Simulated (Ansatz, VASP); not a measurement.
# CuO: VASP beside Ansatz

Contents of INCAR:

```
SYSTEM = CuO
PREC = Accurate ; ENCUT = 520
EDIFF = 1E-7 ; ISMEAR = 0
SIGMA = 0.05 ; LREAL = .False.
LASPH = .True. ; NELM = 150
ALGO = Normal ; ISIF = 2
LWAVE = .False. ; LCHARG = .True.
ISPIN = 2 ; MAGMOM = 1 1 0 0
LORBIT = 11 ; LMAXMIX = 4
LDAU = .True. ; LDAUTYPE = 1
LDAUL = 2 -1 ; LDAUU = 6 0
LDAUJ = 0.7 0 ; LDAUPRINT = 1
GGA = PS ; LELF = .True.
LVHAR = .True. ; NBANDS = 29
```

KPOINTS

```
Automatic mesh
0
Gamma
  7 7 4
  0 0 0
```

The input POSCAR:

```
CuO
1.0
    2.3446497600     -1.7133998200      0.0000000000
    2.3446497600      1.7133998200      0.0000000000
   -0.8605499100      0.0000000000      5.0594394800
Cu O
2 2
Direct
    0.0032000000      0.4968000000      0.0000000000
    0.4968000000      0.0032000000      0.5000000000
    0.5714000000      0.4056000000      0.2537000000
    0.4056000000      0.5714000000      0.7537000000
```

Input for Ansatz:

```yaml
crystal:
  lattice:
    - [2.34464976, -1.71339982, 0.0]
    - [2.34464976, 1.71339982, 0.0]
    - [-0.86054991, 0.0, 5.05943948]
  atoms:
    - { symbol: Cu, position: [0.0032, 0.4968, 0.0], spin: 1.0 }
    - { symbol: Cu, position: [0.4968, 0.0032, 0.5], spin: 1.0 }
    - { symbol: O, position: [0.5714, 0.4056, 0.2537] }
    - { symbol: O, position: [0.4056, 0.5714, 0.7537] }
basis:
  ecutwfc: 420
  ecutrho_ratio: 4
kpoints:
  mp_grid: { grid: [7, 7, 4] }
hamiltonian:
  xc: pbesol
  hubbard:
    sites:
      - { site: 0, l: d, u: 6.0, j: 0.7 }
      - { site: 1, l: d, u: 6.0, j: 0.7 }
scf:
  occupations: { method: gaussian, width: 0.05 }
  lower_state_search: "off"
  max_iter: 150
output:
  forces: true
  stress: true
  eigenvalues: true
  populations: true
  hubbard: { sites: [{ site: 0, l: d }, { site: 1, l: d }] }
magnetization:
  spin_polarized: true
```

Alike in both runs: task single point; functional PBEsol; k mesh 7 × 7 × 4; occupations gaussian, width 0.05 eV; collinear spin; Hubbard terms Cu d U = 6.0 eV, J = 0.7 eV.

```csv
,VASP,Ansatz
version,VASP 6.6.1,Ansatz 0.2.0
potentials or method,"VASP PAW PBE potentials, release 64 (Cu, O), cutoff 520 eV","scalar-relativistic, plane waves, PAW"
valence electrons in the cell,34,50
```

```csv
,VASP,Ansatz,Ansatz less VASP
pressure (GPa),-5.1,0.5,+5.59
"traceless stress, the component that is largest in VASP (GPa)",1.72,0.89,-0.829
rms of the force components (eV/Å),0.423,0.471,+0.0475
net moment per atom (μB),0.50,0.49,-0.008
size of the moment on the site where the two differ most (μB),0.68,0.62,-0.063
```

VASP's potentials were made for PBE, not for PBEsol. Site moments also hang on the region over which each program counts them. The programs project onto different local orbitals, so the same U acts differently, and such runs can settle in different states. Atom by atom the forces differ by 0.052 eV/Å (rms over components). VASP's potentials hold 34 valence electrons a cell and Ansatz's 50, so a difference there can come from the potentials and not from the codes. Ansatz's warnings: filled band counts differ across k points.
